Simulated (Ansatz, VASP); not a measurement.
TaN: VASP beside Ansatz

Contents of INCAR:

```
PREC = Accurate ; ENCUT = 600
EDIFF = 1E-6 ; ISMEAR = 1
SIGMA = 0.1 ; LREAL = False
LASPH = True ; NELM = 120
ALGO = Normal ; ISIF = 2
LWAVE = False ; LCHARG = True
GGA = PE ; LELF = True
LVHAR = True ; NBANDS = 16
GGA_COMPAT = False
```

The input KPOINTS:

```
regular mesh
0
Gamma
  9 9 9
```

Contents of POSCAR:

```
TaN
1.0
    0.0000000000      2.1790000000      2.1790000000
    2.1790000000      0.0000000000      2.1790000000
    2.1790000000      2.1790000000      0.0000000000
Ta N
1 1
Direct
    0.5000000000      0.5000000000      0.5000000000
    0.0000000000      0.0000000000      0.0000000000
```

Input for Ansatz:

```yaml
crystal:
  lattice:
    - [0.0, 2.179, 2.179]
    - [2.179, 0.0, 2.179]
    - [2.179, 2.179, 0.0]
  atoms:
    - { symbol: Ta, position: [0.5, 0.5, 0.5] }
    - { symbol: "N", position: [0.0, 0.0, 0.0] }
basis:
  ecutwfc: 550.0
kpoints:
  mp_grid:
    grid: [9, 9, 9]
hamiltonian:
  xc: pbe
scf:
  occupations:
    method: methfessel_paxton
    width: 0.1
output:
  forces: true
  stress: true
```

Alike in both runs: task single point; functional PBE; k mesh 9 × 9 × 9; occupations methfessel-paxton of order 1, width 0.1 eV; no spin polarisation.

|  | VASP | Ansatz |
| --- | --- | --- |
| version | VASP 6.6.1 | Ansatz 0.2.0 |
| potentials or method | VASP PAW PBE potentials, release 64 (Ta_sv_GW, N), cutoff 600 eV | plane waves, PAW |
| valence electrons in the cell | 18 | 18 |

|  | VASP | Ansatz | Ansatz less VASP |
| --- | --- | --- | --- |
| pressure (GPa) | 14.5 | 14.4 | -0.07 |

Neither program's run includes spin-orbit coupling.
